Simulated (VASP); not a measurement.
# Cu5Sb2S8 (a cell with a defect) in VASP: further runs, part 2 of 2

VASP 6.6.1. Earlier steps stand in the parts before.

## 3. Single point, LDA

INCAR

```
PREC = Accurate
ENCUT = 520
EDIFF = 1E-6
ISMEAR = -1
SIGMA = 0.05
LREAL = Auto
LASPH = T
NELM = 60
ALGO = Normal
ISIF = 2
LWAVE = F
LCHARG = T
GGA = CA
LELF = T
LVHAR = T
NELECT = 114.0
NBANDS = 70
```

KPOINTS

```
regular mesh
0
Gamma
  2 2 1
```

POSCAR

```
Cu5Sb2S8
1.0
    5.4338000000      0.0000000000      0.0000000000
    0.0000000000      5.4338000000      0.0000000000
    0.0000000000      0.0000000000     10.8676000000
Cu Sb S
5 2 8
Direct
   -0.0091648570      0.5638411425      0.2405958997
    0.4430601053      0.0035702455      0.2385439287
    0.0369906879     -0.0368250580      0.4875869557
   -0.0330523759      0.5422356362      0.7428411057
    0.4645919982      0.5379108543      0.0096893518
   -0.0267400346      0.0392358938     -0.0100758217
    0.6261732121      0.3657661305      0.5587066142
    0.2635356472      0.2429975340      0.1065920718
    0.6605690309      0.3319776216      0.3364128234
    0.1952777062      0.2863557731      0.5865140417
    0.2816813280      0.7327100740      0.3705049873
    0.7740623505      0.7957598734      0.6263112371
    0.2223858074      0.7311641945      0.8765228753
    0.7178769922      0.7404394715      0.1274154367
    0.7004122345      0.2798593986      0.8459549487
```

Potentials or basis: VASP PAW LDA potentials, release 64 (Cu, Sb, S).

On the command line:

```bash
$ cat potpaw_LDA.64/Cu/POTCAR potpaw_LDA.64/Sb/POTCAR potpaw_LDA.64/S/POTCAR > POTCAR
$ mpirun -np 1 vasp_std > vasp.out
```

OUTCAR:

```text
PREC = Accurate
   ENCUT = 520
   EDIFF = 1E-6
   ISMEAR = -1
   LREAL = Auto
   LASPH = T
   NELM = 60
   ISIF = 2
   GGA = CA
   NELECT = 114.0

 ion  position               nearest neighbor table
   1  0.991  0.564  0.241-  14 2.15  11 2.31   9 2.43   8 2.71
   2  0.443  0.004  0.239-   8 2.17  11 2.23   9 2.39  14 2.39
   3  0.037  0.963  0.488-  11 2.23  10 2.23  12 2.27   7 3.22
   4  0.967  0.542  0.743-  12 2.14  13 2.26  15 2.32  10 2.52   7 2.89
   5  0.465  0.538  0.010-  14 2.18   8 2.21  13 2.22  15 2.60
   6  0.973  0.039  0.990-   8 2.31  13 2.48  15 2.52  14 2.61
   7  0.626  0.366  0.559-  10 2.40   9 2.43  12 2.58   4 2.89  10 3.14  15 3.18   3 3.22  12 3.28

   8  0.264  0.243  0.107-   2 2.17   5 2.21   6 2.31   1 2.71
   9  0.661  0.332  0.336-   2 2.39   1 2.43   7 2.43
  10  0.195  0.286  0.587-   3 2.23   7 2.40   4 2.52   7 3.14
  11  0.282  0.733  0.371-   3 2.23   2 2.23   1 2.31
  12  0.774  0.796  0.626-   4 2.14   3 2.27   7 2.58   7 3.28
  13  0.222  0.731  0.877-   5 2.22   4 2.26   6 2.48
  14  0.718  0.740  0.127-   1 2.15   5 2.18   2 2.39   6 2.61
  15  0.700  0.280  0.846-   4 2.32   6 2.52   5 2.60   7 3.18

  LATTYP: Found a simple tetragonal cell.
 ALAT       =     5.4338000000
 C/A-ratio  =     2.0000000000

  Lattice vectors:

 A1 = (   5.4338000000,   0.0000000000,   0.0000000000)
 A2 = (   0.0000000000,   5.4338000000,   0.0000000000)
 A3 = (   0.0000000000,   0.0000000000,  10.8676000000)

Analysis of symmetry for initial positions (statically):
=====================================================================
 Subroutine PRICEL returns:
 Original cell was already a primitive cell.

 Routine SETGRP: Setting up the symmetry group for a
 simple tetragonal supercell.
[... 152 lines left out ...]
   IVDW    =     0    specifies the selected vdW correction
   LEPSILON=     F    determine dielectric tensor
   LRPA    =     F    only Hartree local field effects (RPA)
 non-spin polarized calculation
  energy-cutoff  :      520.00
  volume of cell :      320.88
 maximum number of plane-waves:      8677
   NGX = 21   NGY = 21   NGZ = 41

 number of electron     113.9999985 magnetization

 Free energy of the ion-electron system (eV)
  ---------------------------------------------------
  ext. energy  EPLUGINS =         0.00000000
  ---------------------------------------------------
  free energy    TOTEN  =       -66.28602565 eV

  energy without entropy =      -66.20187614  energy(sigma->0) =      -66.24395089

 E-fermi :   4.1330     XC(G=0):  -9.8581

 val. band max:        4.1044689813   @ k =   0.0000   0.5000   0.0000
 cond. band min:       4.2411945223   @ k =   0.0000   0.0000   0.0000
 fundamental gap:      0.1367255409
 Fermi energy:         4.1330110816

 k-point     1 :       0.0000    0.0000    0.0000
  band No.  band energies     occupation
      1     -10.4307      2.00000
      2      -9.6836      2.00000
      3      -9.0272      2.00000
      4      -8.8854      2.00000
      5      -8.2431      2.00000
      6      -8.0707      2.00000
[... 277 lines left out ...]
     68       8.8733      0.00000
     69       9.3424      0.00000
 [bands above 69 left out]

------------------------ aborting loop because EDIFF is reached ----------------------------------------

  FORCE on cell =-STRESS in cart. coord.  units (eV):
  Direction    XX          YY          ZZ          XY          YZ          ZX
  --------------------------------------------------------------------------------------
  -------------------------------------------------------------------------------------
  Total        3.7949085      1.1390638      3.1117371     -0.3813183     -2.9947434      4.2435119
  in kB       18.9483305      5.6874513     15.5371922     -1.9039579    -14.9530318     21.1882489
  external PRESSURE =      13.3909913 kB  Pullay stress =       0.0000000 kB

 VOLUME and BASIS-vectors are now :
 -----------------------------------------------------------------------------
  energy-cutoff  :      520.00
  volume of cell :      320.88
      direct lattice vectors                 reciprocal lattice vectors
     5.433800000  0.000000000  0.000000000     0.184033273  0.000000000  0.000000000
     0.000000000  5.433800000  0.000000000     0.000000000  0.184033273  0.000000000
     0.000000000  0.000000000 10.867600000     0.000000000  0.000000000  0.092016637

 POSITION                                       TOTAL-FORCE (eV/Angst)
 -----------------------------------------------------------------------------------
      5.38400      3.06380      2.61470         0.440664     -0.173544      0.815660
      2.40750      0.01940      2.59240         0.446107     -0.343658      0.440010
      0.20100      5.23370      5.29890         0.169676     -0.363120      0.340942
      5.25420      2.94640      8.07290         0.514258     -0.665084      0.599336
      2.52450      2.92290      0.10530         0.236891     -0.195600     -0.598663
      5.28850      0.21320     10.75810        -1.262767     -1.378260     -1.574807
      3.40250      1.98750      6.07180         0.298159      0.203246      0.061930
      1.43200      1.32040      1.15840         0.567643      1.408806      1.295871
      3.58940      1.80390      3.65600         0.613490     -0.612268     -0.712967
      1.06110      1.55600      6.37400        -0.592515     -0.037981      0.473020
      1.53060      3.98140      4.02650        -1.123520      0.553056     -0.650980
      4.20610      4.32400      6.80650        -0.368689      0.346469     -1.069695
      1.20840      3.97300      9.52570        -0.086031      0.402092      0.027290
      3.90080      4.02340      1.38470        -0.312622      0.582366      0.101111
      3.80590      1.52070      9.19350         0.459256      0.273480      0.451941
 -----------------------------------------------------------------------------------
    total drift:                                0.005431      0.000007      0.002487

  FREE ENERGIE OF THE ION-ELECTRON SYSTEM (eV)
  ---------------------------------------------------
  free  energy   TOTEN  =       -66.2860256482 eV

  energy  without entropy=      -66.2018761351  energy(sigma->0) =      -66.24395089
```

stdout:

```text
POSCAR found type information on POSCAR CuSbS
 POSCAR found :  3 types and      15 ions
 scaLAPACK will be used
 LDA part: xc-table for (Slater(with rela. corr.)+CA(PZ))
 , standard interpolation
 POSCAR, INCAR and KPOINTS ok, starting setup
 FFT: planning ... GRIDC
 FFT: planning ... GRID_SOFT
 FFT: planning ... GRID
 WAVECAR not read
 entering main loop
 the old and the new charge density differ
 old charge density:   113.00000 new  114.00000
    0.291E+01
```

It took 2.8 min on 1 thread of Intel Xeon Platinum 8259CL at 2.50GHz (Skylake/Cascade Lake), shared host; peak memory 0.29 GiB.

What came out:

| Item | Value |
| --- | --- |
| Free energy | -66.2860 eV |
| Largest force | 2.444 eV/Å |

Forces on the atoms (eV/Å):
```
Cu   0.441 -0.174  0.816
Cu   0.446 -0.344  0.440
Cu   0.170 -0.363  0.341
Cu   0.514 -0.665  0.599
Cu   0.237 -0.196 -0.599
Sb  -1.263 -1.378 -1.575
Sb   0.298  0.203  0.062
S    0.568  1.409  1.296
S    0.613 -0.612 -0.713
S   -0.593 -0.038  0.473
S   -1.124  0.553 -0.651
S   -0.369  0.346 -1.070
S   -0.086  0.402  0.027
S   -0.313  0.582  0.101
S    0.459  0.273  0.452
```

Caveat: the k points lie up to 0.58 Å⁻¹ apart; the cell carries a net charge on a neutralising background, which shifts energy and pressure; the cell is charged against a uniform background, so pressure and absolute levels hang on convention; spin-orbit coupling is left out, which moves the levels of the heavy elements.

## 4. Single point, LDA

INCAR

```
PREC = Accurate
ENCUT = 520
EDIFF = 1E-7
ISMEAR = -1
SIGMA = 0.05
LREAL = Auto
LASPH = T
NELM = 80
ALGO = Normal
ISIF = 2
LWAVE = F
LCHARG = F
GGA = CA
NBANDS = 70
NELECT = 114.0
```

KPOINTS

```
Automatic mesh
0
Gamma
  2 2 1
```

POSCAR

```
Cu5Sb2S8
1.0
    5.4338000000      0.0000000000      0.0000000000
    0.0000000000      5.4338000000      0.0000000000
    0.0000000000      0.0000000000     10.8676000000
Cu Sb S
5 2 8
Direct
   -0.0678162612      0.5205197100      0.2527052891
    0.5426589127      0.0128271191      0.2347252383
    0.1243328794     -0.0548787221      0.5175567743
   -0.0161765247      0.5221207994      0.7590268321
    0.3955611175      0.5843792558      0.0077846075
   -0.0446280688      0.0268872612     -0.0291232655
    0.6443925062      0.3105561486      0.5562313666
    0.2105892745      0.3115315249      0.1347307593
    0.6197136442      0.3554786705      0.3374802164
    0.2137362435      0.2930361809      0.6137049579
    0.2075159189      0.8624719349      0.3259597335
    0.7500644116      0.7632043874      0.6195572159
    0.2369428393      0.7899076153      0.8606224005
    0.7205270713      0.7510213847      0.1009882587
    0.7044977732      0.3222790681      0.8607880305
```

On the command line:

```bash
$ cat potpaw_LDA.64/Cu/POTCAR potpaw_LDA.64/Sb/POTCAR potpaw_LDA.64/S/POTCAR > POTCAR
$ mpirun -np 1 vasp_std > vasp.out
```

Wall time 3.1 min (1 thread of Intel Xeon Platinum 8259CL at 2.50GHz (Skylake/Cascade Lake), shared host); peak memory 0.3 GiB.

Results (log left out):

```
Free energy   : -66.2052 eV
Largest force : 1.839 eV/Å
```

Forces in eV/Å, atoms in the order of the input:
```
Cu   0.955  0.571 -0.448
Cu  -0.360  0.037 -0.075
Cu  -0.577 -0.104 -0.187
Cu   0.315  0.414 -0.340
Cu   0.252 -0.710  0.405
Sb  -0.093  1.564  0.963
Sb   0.309  0.531  0.579
S    0.121 -0.194 -0.868
S   -0.280  0.171 -0.606
S   -0.208 -0.179  0.266
S   -0.575 -0.834  0.565
S    0.667 -0.599 -0.220
S    0.221 -0.339 -0.932
S   -0.594  0.038  0.802
S   -0.153 -0.366  0.096
```

Levels at points of the mesh, in eV from the Fermi level:
| k point | band 55 | band 56 | band 57 | band 58 | band 59 | band 60 |
| --- | --- | --- | --- | --- | --- | --- |
| (0.00, 0.00, 0.00) | -0.59 | -0.12 | 0.08 | 0.24 | 0.31 | 1.32 |
| (0.50, 0.00, 0.00) | -0.62 | -0.44 | -0.19 | -0.11 | 0.86 | 1.83 |
| (0.00, 0.50, 0.00) | -0.61 | -0.36 | -0.31 | 0.00 | 0.67 | 2.02 |
| (0.50, 0.50, 0.00) | -0.31 | -0.28 | 0.02 | 0.09 | 0.46 | 1.28 |

Caveat: the k points lie up to 0.58 Å⁻¹ apart; the cell carries a net charge on a neutralising background, which shifts energy and pressure; the cell is charged against a uniform background, so pressure and absolute levels hang on convention; spin-orbit coupling is left out, which moves the levels of the heavy elements.
